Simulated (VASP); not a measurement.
# GaSb (F-43m) in VASP: settings compared

Aim: see how the results for GaSb move with the level of theory and the settings. Levels: PBE, r2SCAN. Tasks: single point, relaxation of cell and atoms.

Everything below comes from runs of VASP 6.6.1. Logs are shortened: lines on timing, memory, paths and dates and some standing lists are left out, and cuts for length are marked.

## 1. The cell of the first run

Symmetry: F-43m, No. 216, cubic system. Conventional cell: a = 6.190 Å, b = 6.190 Å, c = 6.190 Å, α = 90.00°, β = 90.00°, γ = 90.00°. Ga (site symmetry -43m) has 4 Sb at 2.68 Å within 3.5 Å. Sb (site symmetry -43m) has 4 Ga at 2.68 Å within 3.5 Å.

## 2. Single point, PBE (strained)

The input, INCAR:

```
  PREC = Accurate
  ENCUT = 520
  EDIFF = 1E-7
  ISMEAR = 0
  SIGMA = 0.1
  LREAL = F
  LASPH = T
  NELM = 100
  ALGO = Normal
  ISIF = 2
  LWAVE = F
  LCHARG = F
  GGA = PE
  NBANDS = 16
```

The input, KPOINTS:

```
regular mesh
0
Gamma
  12 12 12
```

The input, POSCAR:

```
GaSb
1.0
    0.0000000000      3.0950350200      3.0950350200
    3.0950350200      0.0000000000      3.0950350200
    3.0950350200      3.0950350200      0.0000000000
Ga Sb
1 1
Direct
    0.0000000000      0.0000000000      0.0000000000
    0.7500000000      0.7500000000      0.7500000000
```

Potentials or basis: VASP PAW PBE potentials, release 64 (Ga_d, Sb).

On the command line:

```bash
> cat potpaw_PBE.64/Ga_d/POTCAR potpaw_PBE.64/Sb/POTCAR > POTCAR
> mpirun -np 1 vasp_std > vasp.out
```

OUTCAR:

```text
PREC = Accurate
   ENCUT = 520
   EDIFF = 1E-7
   ISMEAR = 0
   LREAL = F
   LASPH = T
   NELM = 100
   ISIF = 2
   GGA = PE

 ion  position               nearest neighbor table
   1  0.000  0.000  0.000-   2 2.68   2 2.68   2 2.68   2 2.68
   2  0.750  0.750  0.750-   1 2.68   1 2.68   1 2.68   1 2.68

  LATTYP: Found a face centered cubic cell.
 ALAT       =     6.1900700400

  Lattice vectors:

 A1 = (   0.0000000000,   3.0950350200,   3.0950350200)
 A2 = (   3.0950350200,   0.0000000000,   3.0950350200)
 A3 = (   3.0950350200,   3.0950350200,   0.0000000000)

Analysis of symmetry for initial positions (statically):
=====================================================================
 Subroutine PRICEL returns:
 Original cell was already a primitive cell.

 Routine SETGRP: Setting up the symmetry group for a
 face centered cubic supercell.

 Subroutine GETGRP returns: Found 24 space group operations
 (whereof 24 operations were pure point group operations)
 out of a pool of 48 trial point group operations.

The static configuration has the point symmetry T_d .

Analysis of symmetry for dynamics (positions and initial velocities):
=====================================================================
 Subroutine PRICEL returns:
 Original cell was already a primitive cell.

 Routine SETGRP: Setting up the symmetry group for a
 face centered cubic supercell.

 Subroutine GETGRP returns: Found 24 space group operations
 (whereof 24 operations were pure point group operations)
 out of a pool of 48 trial point group operations.

The dynamic configuration has the point symmetry T_d .

 Subroutine INISYM returns: Found 24 space group operations
 (whereof 24 operations are pure point group operations),
 and found     1 'primitive' translations

----------------------------------------------------------------------------------------

                                     Primitive cell

  volume of cell :      59.2962

  direct lattice vectors                    reciprocal lattice vectors
     0.000000000  3.095035020  3.095035020    -0.161549061  0.161549061  0.161549061
     3.095035020  0.000000000  3.095035020     0.161549061 -0.161549061  0.161549061
     3.095035020  3.095035020  0.000000000     0.161549061  0.161549061 -0.161549061

  length of vectors
     4.377040501  4.377040501  4.377040501     0.279811181  0.279811181  0.279811181

  position of ions in fractional coordinates (direct lattice)
     0.000000000  0.000000000  0.000000000
     0.750000000  0.750000000  0.750000000

  ion indices of the primitive-cell ions
   primitive index   ion index
                 1           1
                 2           2

----------------------------------------------------------------------------------------

 KPOINTS: regular mesh

Automatic generation of k-mesh.
 Grid dimensions read from file:
 generate k-points for:   12   12   12

 Generating k-lattice:

  Cartesian coordinates                     Fractional coordinates (reciprocal lattice)
    -0.013462422  0.013462422  0.013462422     0.083333333  0.000000000  0.000000000
     0.013462422 -0.013462422  0.013462422     0.000000000  0.083333333  0.000000000
     0.013462422  0.013462422 -0.013462422     0.000000000  0.000000000  0.083333333

  Length of vectors
     0.023317598  0.023317598  0.023317598

  Shift w.r.t. Gamma in fractional coordinates (k-lattice)
     0.000000000  0.000000000  0.000000000

 Subroutine IBZKPT returns following result:
 ===========================================

 Found     72 irreducible k-points:

 Following reciprocal coordinates:
            Coordinates               Weight
  0.000000  0.000000  0.000000      1.000000
  0.083333  0.000000  0.000000      8.000000
  0.166667  0.000000  0.000000      8.000000
  0.250000  0.000000  0.000000      8.000000
  0.333333  0.000000  0.000000      8.000000
  0.416667  0.000000  0.000000      8.000000
[... 16 lines left out ...]
  0.500000  0.166667  0.000000     24.000000
 -0.416667  0.166667  0.000000     24.000000
 [... further k-points ...]
   k-points           NKPTS =     72   k-points in BZ     NKDIM =     72   number of bands    NBANDS=     16
   number of dos      NEDOS =    301   number of ions     NIONS =      2
   total plane-waves  NPLWV =  46656
   dimension x,y,z NGX =    36 NGY =   36 NGZ =   36
   dimension x,y,z NGXF=    72 NGYF=   72 NGZF=   72
   ions per type =               1   1
   NGX,Y,Z   is equivalent  to a cutoff of  13.67, 13.67, 13.67 a.u.
   NGXF,Y,Z  is equivalent  to a cutoff of  27.35, 27.35, 27.35 a.u.
 SYSTEM =  unknown system
   PREC   = accura    normal or accurate (medium, high low for compatibility)
   ISTART =      0    job   : 0-new  1-cont  2-samecut
   ICHARG =      2    charge: 1-file 2-atom 10-const
   ISPIN  =      1    spin polarized calculation?
   LNONCOLLINEAR =      F non collinear calculations
   LSORBIT =      F    spin-orbit coupling
   LASPH  =      T    aspherical Exc in radial PAW
   ENCUT  =  520.0 eV  38.22 Ry    6.18 a.u.   8.14  8.14  8.14*2*pi/ulx,y,z
   NELM   =    100;   NELMIN=  2; NELMDL= -5     # of ELM steps
   EDIFF  = 0.1E-06   stopping-criterion for ELM
   LREAL  =      F    real-space projection
   EDIFFG = 0.1E-05   stopping-criterion for IOM
   NSW    =      0    number of steps for IOM
   IBRION =     -1    ionic relax: 0-MD 1-quasi-New 2-CG
   NFREE  =      0    steps in history (QN), initial steepest desc. (CG)
   ISIF   =      2    stress and relaxation
   ISYM   =      2    0-nonsym 1-usesym 2-fastsym
   POTIM  = 0.5000    time-step for ionic-motion
   TEBEG  =    0.0;   TEEND  =   0.0 temperature during run
   PSTRESS=    0.0 pullay stress
   NELECT =      18.0000    total number of electrons
   NUPDOWN=      -1.0000    fix difference up-down
   EMIN   =  10.00;   EMAX   =-10.00  energy-range for DOS
   EFERMI =   0.00;   METHOD = LEGACY
   ISMEAR =     0;   SIGMA  =   0.10  broadening in eV -4-tet -1-fermi 0-gaus
   EFERMI_NEDOS =   21; number of points for ismear=-14 and -15
   IALGO  =     38    algorithm
   IMIX   =      4    mixing-type and parameters
     AMIX     =   0.40;   BMIX     =  1.00
     AMIX_MAG =   1.60;   BMIX_MAG =  1.00
  volume/ion in A,a.u.               =      29.65       200.08
  Fermi-wavevector in a.u.,A,eV,Ry     =   1.100247  2.079165 16.470437  1.210543
  Thomas-Fermi vector in A             =   2.236655
   LORBIT       =      0    0 simple, 1 ext, 2 COOP (PROOUT), +10 PAW based schemes
   GGA     = PE    functional components
   LHFCALC =     F    Hartree Fock is set to
   AEXX    =    0.0000 exact exchange contribution
   IVDW    =     0    specifies the selected vdW correction
   LEPSILON=     F    determine dielectric tensor
   LRPA    =     F    only Hartree local field effects (RPA)
 non-spin polarized calculation
 Gauss-broadening in eV      SIGMA  =   0.10
  energy-cutoff  :      520.00
  volume of cell :       59.30
 maximum number of plane-waves:      1639
 NGX is ok and might be reduce to    36
   NGX = 17   NGY = 17   NGZ = 17

 number of electron      17.9999992 magnetization

 Free energy of the ion-electron system (eV)
  ---------------------------------------------------
  ext. energy  EPLUGINS =         0.00000000
  ---------------------------------------------------
  free energy    TOTEN  =        -7.37165621 eV

  energy without entropy =       -7.37152121  energy(sigma->0) =       -7.37158871

 E-fermi :   4.5651     XC(G=0):  -8.9369

 val. band max:        4.5164964644   @ k =   0.0000   0.0000   0.0000
 cond. band min:       4.8495807820   @ k =   0.5000   0.0000   0.0000
 fundamental gap:      0.3330843176
 Fermi energy:         4.5650657651

 k-point     1 :       0.0000    0.0000    0.0000
  band No.  band energies     occupation
      1     -10.4507      2.00000
      2     -10.4507      2.00000
      3     -10.4507      2.00000
      4     -10.4062      2.00000
      5     -10.4062      2.00000
      6      -6.7210      2.00000
[... 8 lines left out ...]
     15      13.0421      0.00000
     16      13.0421      0.00000

 k-point     2 :       0.0833    0.0000    0.0000
  band No.  band energies     occupation
      1     -10.4523      2.00000
      2     -10.4500      2.00000
      3     -10.4500      2.00000
      4     -10.4062      2.00000
      5     -10.4062      2.00000
      6      -6.6525      2.00000
[... 8 lines left out ...]
     15      12.5573      0.00000
     16      12.5573      0.00000

 k-point     3 :       0.1667    0.0000    0.0000
  band No.  band energies     occupation
      1     -10.4568      2.00000
      2     -10.4480      2.00000
      3     -10.4480      2.00000
      4     -10.4064      2.00000
      5     -10.4064      2.00000
      6      -6.4515      2.00000
[... 8 lines left out ...]
     15      12.0987      0.00000
     16      12.0987      0.00000

 k-point     4 :       0.2500    0.0000    0.0000
  band No.  band energies     occupation
      1     -10.4627      2.00000
      2     -10.4455      2.00000
      3     -10.4455      2.00000
      4     -10.4065      2.00000
      5     -10.4065      2.00000
      6      -6.1336      2.00000
[... 8 lines left out ...]
     15      12.0720      0.00000
     16      12.0720      0.00000
[... 324 lines left out ...]
 k-point    22 :       0.4167    0.1667    0.0000
  band No.  band energies     occupation
      1     -10.4752      2.00000
      2     -10.4399      2.00000
      3     -10.4386      2.00000
      4     -10.4093      2.00000
      5     -10.4048      2.00000
      6      -5.3803      2.00000
[... 8 lines left out ...]
     15      13.5163      0.00000
     16      14.2823      0.00000

 k-point    23 :       0.5000    0.1667    0.0000
  band No.  band energies     occupation
      1     -10.4773      2.00000
      2     -10.4393      2.00000
      3     -10.4380      2.00000
      4     -10.4085      2.00000
      5     -10.4053      2.00000
      6      -5.0554      2.00000
[... 8 lines left out ...]
     15      14.1308      0.00000
     16      14.3377      0.00000

 k-point    24 :      -0.4167    0.1667    0.0000
  band No.  band energies     occupation
      1     -10.4771      2.00000
      2     -10.4392      2.00000
      3     -10.4384      2.00000
      4     -10.4075      2.00000
      5     -10.4061      2.00000
      6      -5.0025      2.00000
[... 8 lines left out ...]
     15      13.1262      0.00000
     16      13.5745      0.00000

 [... further k-points ...]
[... 5 lines left out ...]
  --------------------------------------------------------------------------------------
  -------------------------------------------------------------------------------------
  Total        0.2211134      0.2211134      0.2211134      0.0000000      0.0000000      0.0000000
  in kB        5.9744631      5.9744631      5.9744631      0.0000000      0.0000000      0.0000000
  external PRESSURE =       5.9744631 kB  Pullay stress =       0.0000000 kB

 VOLUME and BASIS-vectors are now :
 -----------------------------------------------------------------------------
  energy-cutoff  :      520.00
  volume of cell :       59.30
      direct lattice vectors                 reciprocal lattice vectors
     0.000000000  3.095035020  3.095035020    -0.161549061  0.161549061  0.161549061
     3.095035020  0.000000000  3.095035020     0.161549061 -0.161549061  0.161549061
     3.095035020  3.095035020  0.000000000     0.161549061  0.161549061 -0.161549061

 POSITION                                       TOTAL-FORCE (eV/Angst)
 -----------------------------------------------------------------------------------
      0.00000      0.00000      0.00000        -0.000000      0.000000     -0.000000
      4.64255      4.64255      4.64255         0.000000     -0.000000      0.000000
 -----------------------------------------------------------------------------------
    total drift:                               -0.000001     -0.000001     -0.000001

  FREE ENERGIE OF THE ION-ELECTRON SYSTEM (eV)
  ---------------------------------------------------
  free  energy   TOTEN  =        -7.3716562100 eV

  energy  without entropy=       -7.3715212061  energy(sigma->0) =       -7.37158871
```

It took 77 s on 1 thread of AMD EPYC 7R43 (Zen 3), shared host; peak memory 0.21 GiB.

Results:

```
Free energy            : -7.3717 eV
Pressure               : 0.6 GPa
Band gap on the k mesh : zero (filled and empty bands touch)
```

Caveat: the cell differs from its parent crystal (strained); spin-orbit coupling is left out, which moves the levels of the heavy elements.

## 3. Single point, r2SCAN (functional r2SCAN, strained)

The input, POSCAR:

```
GaSb
1.0
    0.0000000000      3.1070263000      3.1070263000
    3.1070263000      0.0000000000      3.1070263000
    3.1070263000      3.1070263000      0.0000000000
Ga Sb
1 1
Direct
    0.0000000000      0.0000000000      0.0000000000
    0.7500000000      0.7500000000      0.7500000000
```

The input, INCAR.step1:

```
SYSTEM = GaSb
PREC = Accurate
ENCUT = 520
ISMEAR = 0
SIGMA = 0.1
LREAL = .FALSE.
LASPH = .TRUE.
NELM = 80
NBANDS = 16
GGA = PE
ALGO = Normal
EDIFF = 1E-4
LWAVE = .TRUE.
LCHARG = .FALSE.
```

The input, INCAR.step2:

```
SYSTEM = GaSb
PREC = Accurate
ENCUT = 520
EDIFF = 1E-6
ISMEAR = 0
SIGMA = 0.1
LREAL = .FALSE.
LASPH = .TRUE.
NELM = 80
ALGO = Normal
ISIF = 2
LWAVE = .FALSE.
LCHARG = .TRUE.
METAGGA = R2SCAN
LMIXTAU = .TRUE.
LELF = .TRUE.
LVHAR = .TRUE.
NBANDS = 16
ISTART = 1
```

The input, KPOINTS:

```
regular mesh
0
G
  12 12 12
  0 0 0
```

Potentials or basis: VASP PAW PBE potentials, release 64 (Ga_d, Sb).

On the command line:

```bash
> cat potpaw_PBE.64/Ga_d/POTCAR potpaw_PBE.64/Sb/POTCAR > POTCAR
> cp INCAR.step1 INCAR
> mpirun -np 1 vasp_std > vasp.out
> cp INCAR.step2 INCAR
> mpirun -np 1 vasp_std > vasp.out
```

OUTCAR:

```text
SYSTEM = GaSb
   PREC = Accurate
   ENCUT = 520
   EDIFF = 1E-6
   ISMEAR = 0
   LREAL = .FALSE.
   LASPH = .TRUE.
   NELM = 80
   ISIF = 2
   METAGGA = R2SCAN
   ISTART = 1

 ion  position               nearest neighbor table
   1  0.000  0.000  0.000-   2 2.69   2 2.69   2 2.69   2 2.69
   2  0.750  0.750  0.750-   1 2.69   1 2.69   1 2.69   1 2.69

  LATTYP: Found a face centered cubic cell.
 ALAT       =     6.2140526000

  Lattice vectors:

 A1 = (   0.0000000000,   3.1070263000,   3.1070263000)
 A2 = (   3.1070263000,   0.0000000000,   3.1070263000)
 A3 = (   3.1070263000,   3.1070263000,   0.0000000000)
[... 626 lines left out ...]
      5     -11.1475      2.00000
      6      -5.5991      2.00000
[... 8 lines left out ...]
     15      13.3050      0.00000
     16      13.8392      0.00000

 [... further k-points ...]
[... 5 lines left out ...]
  --------------------------------------------------------------------------------------
  -------------------------------------------------------------------------------------
  Total       -0.6960348     -0.6960348     -0.6960348     -0.0000000      0.0000000     -0.0000000
  in kB      -18.5898862    -18.5898862    -18.5898862     -0.0000000      0.0000000     -0.0000000
  external PRESSURE =     -18.5898862 kB  Pullay stress =       0.0000000 kB

 VOLUME and BASIS-vectors are now :
 -----------------------------------------------------------------------------
  energy-cutoff  :      520.00
  volume of cell :       59.99
      direct lattice vectors                 reciprocal lattice vectors
     0.000000000  3.107026300  3.107026300    -0.160925577  0.160925577  0.160925577
     3.107026300  0.000000000  3.107026300     0.160925577 -0.160925577  0.160925577
     3.107026300  3.107026300  0.000000000     0.160925577  0.160925577 -0.160925577

 POSITION                                       TOTAL-FORCE (eV/Angst)
 -----------------------------------------------------------------------------------
      0.00000      0.00000      0.00000        -0.000000     -0.000000     -0.000000
      4.66054      4.66054      4.66054         0.000000      0.000000      0.000000
 -----------------------------------------------------------------------------------
    total drift:                               -0.000007     -0.000007     -0.000007

  FREE ENERGIE OF THE ION-ELECTRON SYSTEM (eV)
  ---------------------------------------------------
  free  energy   TOTEN  =       -37.5927789209 eV

  energy  without entropy=      -37.5926847088  energy(sigma->0) =      -37.59273181
```

OUTCAR.step1:

```text
SYSTEM = GaSb
   PREC = Accurate
   ENCUT = 520
   ISMEAR = 0
   LREAL = .FALSE.
   LASPH = .TRUE.
[... 678 lines left out ...]
      0.00000      0.00000      0.00000         0.000000     -0.000000     -0.000000
      4.66054      4.66054      4.66054        -0.000000      0.000000      0.000000
 -----------------------------------------------------------------------------------
    total drift:                               -0.000001     -0.000001     -0.000001

  FREE ENERGIE OF THE ION-ELECTRON SYSTEM (eV)
  ---------------------------------------------------
  free  energy   TOTEN  =        -7.3730593701 eV

  energy  without entropy=       -7.3729224810  energy(sigma->0) =       -7.37299093
```

OSZICAR.step1:

```text
N       E                     dE             d eps       ncg     rms          rms(c)
DAV:   1     0.834408760215E+02    0.83441E+02   -0.85718E+03  2328   0.137E+03
DAV:   2    -0.903718006920E+00   -0.84345E+02   -0.80798E+02  2712   0.300E+02
DAV:   3    -0.730432186169E+01   -0.64006E+01   -0.63859E+01  2760   0.657E+01
DAV:   4    -0.741793849248E+01   -0.11362E+00   -0.11360E+00  2864   0.973E+00
DAV:   5    -0.742065035654E+01   -0.27119E-02   -0.27118E-02  2944   0.135E+00    0.300E+00
DAV:   6    -0.738222248419E+01    0.38428E-01   -0.61209E-02  3320   0.375E+00    0.178E+00
DAV:   7    -0.737157563841E+01    0.10647E-01   -0.34000E-02  2672   0.148E+00    0.339E-01
DAV:   8    -0.737253253348E+01   -0.95690E-03   -0.42164E-03  3048   0.727E-01    0.722E-02
DAV:   9    -0.737300954720E+01   -0.47701E-03   -0.63207E-04  2648   0.197E-01    0.302E-02
DAV:  10    -0.737305937012E+01   -0.49823E-04   -0.50150E-05  2432   0.418E-02
   1 F= -.73730594E+01 E0= -.73729909E+01  d E =-.136889E-03
```

It took 4.4 min on 1 thread of AMD EPYC 7R43 (Zen 3), shared host; peak memory 0.22 GiB.

What came out:

```
Free energy            : -37.5928 eV
Pressure               : -1.9 GPa
Band gap on the k mesh : 0.10 eV, direct
```

Caveat: the cell differs from its parent crystal (functional r2SCAN, strained); the PAW data sets were made with another functional, which shifts forces and pressure a little; spin-orbit coupling is left out, which moves the levels of the heavy elements. A k mesh can miss the band edges.

(Part 1 of 2 ends here.)
